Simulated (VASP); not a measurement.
# GeB2I3 (P6/mmm) in VASP: single point with PBE

Aim: the single point of GeB2I3 with PBE.

All numbers are computed with VASP 6.6.1; they aren't measurements. Logs are shortened: lines on timing, memory, paths and dates and some standing lists are left out, and cuts for length are marked.

### Step 1. The cell of the first run

It takes space group P6/mmm (No. 191, hexagonal). Conventional cell: a = 4.877 Å, b = 4.877 Å, c = 9.583 Å, α = 90.00°, β = 90.00°, γ = 120.00°. Within 3.5 Å of Ge (site symmetry 6/mmm) lie 2 B at 2.65 Å. Within 2.8 Å of B (site symmetry 6mm) lie 1 I at 2.14 Å and 1 Ge at 2.65 Å. Within 3.7 Å of I (site symmetry -6m2) lie 6 I at 2.82 Å and 6 B at 3.54 Å. I (site symmetry 6/mmm) has 2 B at 2.14 Å and 6 I at 2.82 Å within 2.9 Å.

The cell was built from a structure type or drawn by symmetry, and may not be a known phase.

### Step 2. Single point, PBE

Input file INCAR:

```
ALGO = Normal
EDIFF = 1E-7
ENCUT = 520
GGA = PE
ISIF = 2
ISMEAR = 0
LASPH = T
LCHARG = F
LREAL = F
LWAVE = F
NBANDS = 30
NELM = 60
PREC = Accurate
SIGMA = 0.1
```

Input file KPOINTS:

```
k-points
0
Gamma
  6 6 2
```

Input file POSCAR:

```
GeB2I3
1.0
    4.8765671900      0.0000000000      0.0000000000
   -2.4382835900      4.2232310700      0.0000000000
    0.0000000000      0.0000000000      9.5827335600
Ge B I
1 2 3
Direct
    0.0000000000      0.0000000000      0.0000000000
    0.0000000000      0.0000000000      0.2765647700
    0.0000000000      0.0000000000      0.7234352300
    0.3333333300      0.6666666700      0.5000000000
    0.6666666700      0.3333333300      0.5000000000
    0.0000000000      0.0000000000      0.5000000000
```

Potentials or basis: VASP PAW PBE potentials, release 64 (Ge_d, B, I).

Launch:

```console
$ cat potpaw_PBE.64/Ge_d/POTCAR potpaw_PBE.64/B/POTCAR potpaw_PBE.64/I/POTCAR > POTCAR
$ mpirun -np 1 vasp_std > vasp.out
```

OUTCAR:

```text
EDIFF = 1E-7
   ENCUT = 520
   GGA = PE
   ISIF = 2
   ISMEAR = 0
   LASPH = T
   LREAL = F
   NELM = 60
   PREC = Accurate

 ion  position               nearest neighbor table
   1  0.000  0.000  0.000-
   2  0.000  0.000  0.277-   6 2.14
   3  0.000  0.000  0.723-   6 2.14
   4  0.333  0.667  0.500-   6 2.82   5 2.82   5 2.82   6 2.82   6 2.82   5 2.82
   5  0.667  0.333  0.500-   6 2.82   4 2.82   4 2.82   6 2.82   6 2.82   4 2.82
   6  0.000  0.000  0.500-   2 2.14   3 2.14   4 2.82   5 2.82   4 2.82   5 2.82   5 2.82   4 2.82

  LATTYP: Found a hexagonal cell.
 ALAT       =     4.8765671900
 C/A-ratio  =     1.9650572189

  Lattice vectors:

 A1 = (   4.8765671900,   0.0000000000,   0.0000000000)
 A2 = (  -2.4382835900,   4.2232310700,   0.0000000000)
 A3 = (   0.0000000000,   0.0000000000,   9.5827335600)

Analysis of symmetry for initial positions (statically):
=====================================================================
 Subroutine PRICEL returns:
 Original cell was already a primitive cell.

 Routine SETGRP: Setting up the symmetry group for a
 hexagonal supercell.

 Subroutine GETGRP returns: Found 24 space group operations
 (whereof 24 operations were pure point group operations)
 out of a pool of 24 trial point group operations.

The static configuration has the point symmetry D_6h.

Analysis of symmetry for dynamics (positions and initial velocities):
=====================================================================
 Subroutine PRICEL returns:
 Original cell was already a primitive cell.

 Routine SETGRP: Setting up the symmetry group for a
 hexagonal supercell.

 Subroutine GETGRP returns: Found 24 space group operations
 (whereof 24 operations were pure point group operations)
 out of a pool of 24 trial point group operations.

The dynamic configuration has the point symmetry D_6h.

 Subroutine INISYM returns: Found 24 space group operations
 (whereof 24 operations are pure point group operations),
 and found     1 'primitive' translations

----------------------------------------------------------------------------------------

                                     Primitive cell

  volume of cell :     197.3552

  direct lattice vectors                    reciprocal lattice vectors
     4.876567190  0.000000000  0.000000000     0.205062283  0.118392764  0.000000000
    -2.438283590  4.223231070  0.000000000     0.000000000  0.236785528  0.000000000
     0.000000000  0.000000000  9.582733560     0.000000000  0.000000000  0.104354357

  length of vectors
     4.876567190  4.876567188  9.582733560     0.236785528  0.236785528  0.104354357

  position of ions in fractional coordinates (direct lattice)
     0.000000000  0.000000000  0.000000000
     0.000000000  0.000000000  0.276564770
     0.000000000  0.000000000  0.723435230
     0.333333330  0.666666670  0.500000000
     0.666666670  0.333333330  0.500000000
     0.000000000  0.000000000  0.500000000

  ion indices of the primitive-cell ions
   primitive index   ion index
                 1           1
                 2           2
                 3           3
                 4           4
                 5           5
                 6           6

----------------------------------------------------------------------------------------

 KPOINTS: k-points

Automatic generation of k-mesh.
 Grid dimensions read from file:
 generate k-points for:    6    6    2

 Generating k-lattice:

  Cartesian coordinates                     Fractional coordinates (reciprocal lattice)
     0.034177047  0.019732127  0.000000000     0.166666667  0.000000000  0.000000000
     0.000000000  0.039464255  0.000000000     0.000000000  0.166666667  0.000000000
     0.000000000  0.000000000  0.052177179     0.000000000  0.000000000  0.500000000

  Length of vectors
     0.039464255  0.039464255  0.052177179

  Shift w.r.t. Gamma in fractional coordinates (k-lattice)
     0.000000000  0.000000000  0.000000000

 Subroutine IBZKPT returns following result:
 ===========================================

 Found     14 irreducible k-points:

 Following reciprocal coordinates:
            Coordinates               Weight
  0.000000  0.000000  0.000000      1.000000
  0.166667 -0.000000  0.000000      6.000000
  0.333333 -0.000000  0.000000      6.000000
  0.500000 -0.000000  0.000000      3.000000
  0.166667  0.166667  0.000000      6.000000
  0.333333  0.166667  0.000000     12.000000
  0.333333  0.333333  0.000000      2.000000
  0.000000  0.000000  0.500000      1.000000
  0.166667 -0.000000  0.500000      6.000000
  0.333333 -0.000000  0.500000      6.000000
  0.500000 -0.000000  0.500000      3.000000
  0.166667  0.166667  0.500000      6.000000
  0.333333  0.166667  0.500000     12.000000
  0.333333  0.333333  0.500000      2.000000
   k-points           NKPTS =     14   k-points in BZ     NKDIM =     14   number of bands    NBANDS=     30
   number of dos      NEDOS =    301   number of ions     NIONS =      6
   total plane-waves  NPLWV =  93312
   dimension x,y,z NGX =    36 NGY =   36 NGZ =   72
   dimension x,y,z NGXF=    72 NGYF=   72 NGZF=  144
   ions per type =               1   2   3
   NGX,Y,Z   is equivalent  to a cutoff of  12.27, 12.27, 12.49 a.u.
   NGXF,Y,Z  is equivalent  to a cutoff of  24.55, 24.55, 24.98 a.u.
 SYSTEM =  unknown system
   PREC   = accura    normal or accurate (medium, high low for compatibility)
   ISTART =      0    job   : 0-new  1-cont  2-samecut
   ICHARG =      2    charge: 1-file 2-atom 10-const
   ISPIN  =      1    spin polarized calculation?
   LNONCOLLINEAR =      F non collinear calculations
   LSORBIT =      F    spin-orbit coupling
   LASPH  =      T    aspherical Exc in radial PAW
   ENCUT  =  520.0 eV  38.22 Ry    6.18 a.u.   9.07  9.07 17.82*2*pi/ulx,y,z
   NELM   =     60;   NELMIN=  2; NELMDL= -5     # of ELM steps
   EDIFF  = 0.1E-06   stopping-criterion for ELM
   LREAL  =      F    real-space projection
   EDIFFG = 0.1E-05   stopping-criterion for IOM
   NSW    =      0    number of steps for IOM
   IBRION =     -1    ionic relax: 0-MD 1-quasi-New 2-CG
   NFREE  =      0    steps in history (QN), initial steepest desc. (CG)
   ISIF   =      2    stress and relaxation
   ISYM   =      2    0-nonsym 1-usesym 2-fastsym
   POTIM  = 0.5000    time-step for ionic-motion
   TEBEG  =    0.0;   TEEND  =   0.0 temperature during run
   PSTRESS=    0.0 pullay stress
   NELECT =      41.0000    total number of electrons
   NUPDOWN=      -1.0000    fix difference up-down
   EMIN   =  10.00;   EMAX   =-10.00  energy-range for DOS
   EFERMI =   0.00;   METHOD = LEGACY
   ISMEAR =     0;   SIGMA  =   0.10  broadening in eV -4-tet -1-fermi 0-gaus
   EFERMI_NEDOS =   21; number of points for ismear=-14 and -15
   IALGO  =     38    algorithm
   IMIX   =      4    mixing-type and parameters
     AMIX     =   0.40;   BMIX     =  1.00
     AMIX_MAG =   1.60;   BMIX_MAG =  1.00
  volume/ion in A,a.u.               =      32.89       221.97
  Fermi-wavevector in a.u.,A,eV,Ry     =   0.969587  1.832253 12.790813  0.940098
  Thomas-Fermi vector in A             =   2.099651
   LORBIT       =      0    0 simple, 1 ext, 2 COOP (PROOUT), +10 PAW based schemes
   GGA     = PE    functional components
   LHFCALC =     F    Hartree Fock is set to
   AEXX    =    0.0000 exact exchange contribution
   IVDW    =     0    specifies the selected vdW correction
   LEPSILON=     F    determine dielectric tensor
   LRPA    =     F    only Hartree local field effects (RPA)
 non-spin polarized calculation
 Gauss-broadening in eV      SIGMA  =   0.10
  energy-cutoff  :      520.00
  volume of cell :      197.36
 maximum number of plane-waves:      5342
   NGX = 19   NGY = 19   NGZ = 35

 number of electron      40.9999982 magnetization

 Free energy of the ion-electron system (eV)
  ---------------------------------------------------
  ext. energy  EPLUGINS =         0.00000000
  ---------------------------------------------------
  free energy    TOTEN  =        -4.73921669 eV

  energy without entropy =       -4.70408378  energy(sigma->0) =       -4.72165023

 E-fermi :   3.1069     XC(G=0):  -7.6927

 val. band max:        3.0955546769   @ k =   0.1667  -0.0000   0.5000
 cond. band min:       3.1231993144   @ k =   0.3333   0.1667   0.5000
 fundamental gap:      0.0276446375
 Fermi energy:         3.1068933652

 k-point     1 :       0.0000    0.0000    0.0000
  band No.  band energies     occupation
      1     -21.6977      2.00000
      2     -21.6977      2.00000
      3     -21.6586      2.00000
      4     -21.6586      2.00000
      5     -21.6480      2.00000
      6     -15.6775      2.00000
[... 22 lines left out ...]
     29       7.5387      0.00000
     30       7.7938      0.00000

 k-point     2 :       0.1667   -0.0000    0.0000
  band No.  band energies     occupation
      1     -21.6977      2.00000
      2     -21.6976      2.00000
      3     -21.6586      2.00000
      4     -21.6586      2.00000
      5     -21.6479      2.00000
      6     -15.4520      2.00000
[... 22 lines left out ...]
     29       7.7999      0.00000
     30       8.1035      0.00000

 k-point     3 :       0.3333   -0.0000    0.0000
  band No.  band energies     occupation
      1     -21.6977      2.00000
      2     -21.6975      2.00000
      3     -21.6586      2.00000
      4     -21.6586      2.00000
      5     -21.6479      2.00000
      6     -14.7961      2.00000
[... 22 lines left out ...]
     29       8.3348      0.00000
     30       8.5666      0.00000

 k-point     4 :       0.5000   -0.0000    0.0000
  band No.  band energies     occupation
      1     -21.6977      2.00000
      2     -21.6974      2.00000
      3     -21.6586      2.00000
      4     -21.6586      2.00000
      5     -21.6478      2.00000
      6     -14.0633      2.00000
[... 286 lines left out ...]
     29       9.1322      0.00000
     30       9.1844      0.00000

 k-point    13 :       0.3333    0.1667    0.5000
  band No.  band energies     occupation
      1     -21.6976      2.00000
      2     -21.6975      2.00000
      3     -21.6586      2.00000
      4     -21.6586      2.00000
      5     -21.6478      2.00000
      6     -14.2082      2.00000
[... 22 lines left out ...]
     29       8.9092      0.00000
     30       9.3477      0.00000

 k-point    14 :       0.3333    0.3333    0.5000
  band No.  band energies     occupation
      1     -21.6975      2.00000
      2     -21.6975      2.00000
      3     -21.6586      2.00000
      4     -21.6586      2.00000
      5     -21.6478      2.00000
      6     -13.7194      2.00000
[... 22 lines left out ...]
     29       8.5185      0.00000
     30       9.1415      0.00000

------------------------ aborting loop because EDIFF is reached ----------------------------------------

  FORCE on cell =-STRESS in cart. coord.  units (eV):
  Direction    XX          YY          ZZ          XY          YZ          ZX
  --------------------------------------------------------------------------------------
  -------------------------------------------------------------------------------------
  Total       31.0426199     31.0426199      0.9886845      0.0000000      0.0000000      0.0000000
  in kB      252.0115701    252.0115702      8.0263826      0.0000003      0.0000000      0.0000000
  external PRESSURE =     170.6831743 kB  Pullay stress =       0.0000000 kB

 VOLUME and BASIS-vectors are now :
 -----------------------------------------------------------------------------
  energy-cutoff  :      520.00
  volume of cell :      197.36
      direct lattice vectors                 reciprocal lattice vectors
     4.876567190  0.000000000  0.000000000     0.205062283  0.118392764  0.000000000
    -2.438283590  4.223231070  0.000000000     0.000000000  0.236785528  0.000000000
     0.000000000  0.000000000  9.582733560     0.000000000  0.000000000  0.104354357

 POSITION                                       TOTAL-FORCE (eV/Angst)
 -----------------------------------------------------------------------------------
      0.00000      0.00000      0.00000         0.000000      0.000000      0.000000
      0.00000      0.00000      2.65025         0.000000     -0.000000     -2.824264
      0.00000      0.00000      6.93249         0.000000      0.000000      2.824264
     -0.00000      2.81549      4.79137        -0.000000     -0.000000     -0.000000
      2.43828      1.40774      4.79137         0.000000      0.000000      0.000000
      0.00000      0.00000      4.79137         0.000000      0.000000      0.000000
 -----------------------------------------------------------------------------------
    total drift:                               -0.000000      0.000000      0.000000

  FREE ENERGIE OF THE ION-ELECTRON SYSTEM (eV)
  ---------------------------------------------------
  free  energy   TOTEN  =        -4.7392166892 eV

  energy  without entropy=       -4.7040837787  energy(sigma->0) =       -4.72165023
```

It took 3.1 min on 1 thread of Intel Xeon 8259CL, shared host; peak memory 0.34 GiB.

What came out:

```
Free energy            : -4.7392 eV
Pressure               : 17.1 GPa
Largest force          : 2.824 eV/Å
Band gap on the k mesh : zero (an odd number of electrons rules out a gap without spin polarisation)
```

Forces on the atoms (eV/Å):
```
Ge   0.000  0.000  0.000
B    0.000  0.000 -2.824
B    0.000  0.000  2.824
I    0.000  0.000  0.000
I    0.000  0.000  0.000
I    0.000  0.000  0.000
```

Caveat: the cell stands under pressure; spin-orbit coupling is left out, which moves the levels of the heavy elements; an odd number of electrons without spin polarisation forces a metal; a magnetic or distorted state may lie lower.
